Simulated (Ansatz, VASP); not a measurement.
# NaI in VASP and in Ansatz

INCAR

```
SYSTEM = NaI
PREC = Accurate ; ENCUT = 520
EDIFF = 1E-6 ; ISMEAR = 0
SIGMA = 0.05 ; LREAL = .False.
LASPH = .True. ; NELM = 80
ALGO = Normal ; ISIF = 2
LWAVE = .False. ; LCHARG = .True.
GGA = PE ; LELF = .True.
LVHAR = .True. ; NBANDS = 14
```

The input KPOINTS:

```
Automatic mesh
0
Gamma
  6 6 6
  0 0 0
```

File POSCAR:

```
NaI
1.0
    0.0000000000      3.2849460000      3.2364000000
    3.2849460000      0.0000000000      3.2364000000
    3.2849460000      3.2849460000      0.0000000000
Na I
1 1
Direct
    0.0000000000      0.0000000000      0.0000000000
    0.5000000000      0.5000000000      0.5000000000
```

Input for Ansatz:

```yaml
crystal:
  lattice:
    - [0.0, 3.284946, 3.2364]
    - [3.284946, 0.0, 3.2364]
    - [3.284946, 3.284946, 0.0]
  atoms:
    - { symbol: Na, position: [0.0, 0.0, 0.0] }
    - { symbol: I, position: [0.5, 0.5, 0.5] }
basis:
  ecutwfc: 420
kpoints:
  mp_grid: { grid: [6, 6, 6] }
hamiltonian:
  xc: pbe
scf:
  occupations: { method: gaussian, width: 0.05 }
output:
  forces: true
  stress: true
  eigenvalues: true
```

Change from the starting cell: strain +0.015 along x and y, +0.000 along z, atoms carried along.

Alike in both runs: task single point; functional PBE; k mesh 6 × 6 × 6; occupations gaussian, width 0.05 eV; no spin polarisation.

|  | VASP | Ansatz |
| --- | --- | --- |
| version | VASP 6.6.1 | Ansatz 0.2.0 |
| potentials or method | VASP PAW PBE potentials, release 64 (Na_pv, I), cutoff 520 eV | scalar-relativistic, plane waves, PAW |
| valence electrons in the cell | 14 | 26 |

```tsv
	VASP	Ansatz	Ansatz less VASP
gap on the k mesh at the Fermi level (eV)	3.56	3.56	+0.004
least direct gap on the mesh (eV)	3.56	3.56	+0.004
pressure (GPa)	0.0	0.0	-0.02
traceless stress, the component that is largest in VASP (GPa)	0.22	0.22	-0.001
```

The functional is the same, so the differences come from potentials, cutoffs and numerics. VASP's potentials hold 14 valence electrons a cell and Ansatz's 26, so a difference there can come from the potentials and not from the codes.

Neither program's run includes spin-orbit coupling.
